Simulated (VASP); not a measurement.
A run of VASP 6.6.1 is set up as follows.

Contents of INCAR:

```
PREC = Accurate
ENCUT = 520
EDIFF = 1E-6
ISMEAR = 0
SIGMA = 0.1
LREAL = F
LASPH = T
NELM = 100
ALGO = Normal
ISIF = 2
LWAVE = F
LCHARG = F
GGA = PE
NBANDS = 38
```

The input KPOINTS:

```
Automatic mesh
0
Gamma
  6 6 4
```

POSCAR

```
Zr3ZnN2
1.0
    4.3726508400      0.0000000000      0.0000000000
   -2.1863254200      3.7868267100      0.0000000000
    0.0000000000      0.0000000000      5.4146409900
Zr Zn N
3 1 2
Direct
    0.5000000000      0.0000000000      0.5000000000
    0.0000000000      0.5000000000      0.5000000000
    0.5000000000      0.5000000000      0.5000000000
    0.0000000000      0.0000000000      0.5000000000
    0.0000000000      0.0000000000      0.8830546900
    0.0000000000      0.0000000000      0.1169453100
```

Potentials or basis: VASP PAW PBE potentials, release 64 (Zr_sv, Zn, N).

Launch:

```console
$ cat potpaw_PBE.64/Zr_sv/POTCAR potpaw_PBE.64/Zn/POTCAR potpaw_PBE.64/N/POTCAR > POTCAR
$ mpirun -np 1 vasp_std > vasp.out
```

(1) Estimate the largest force.

(2) Predict the band gap on the k mesh.

Results:

(1) 2.382 eV/Å.

(2) zero (bands 29 and 30 overlap by 1.10 eV).

Caveat: forces of over 1 eV/Å act on the atoms, so gaps and moduli don't describe the material at rest.
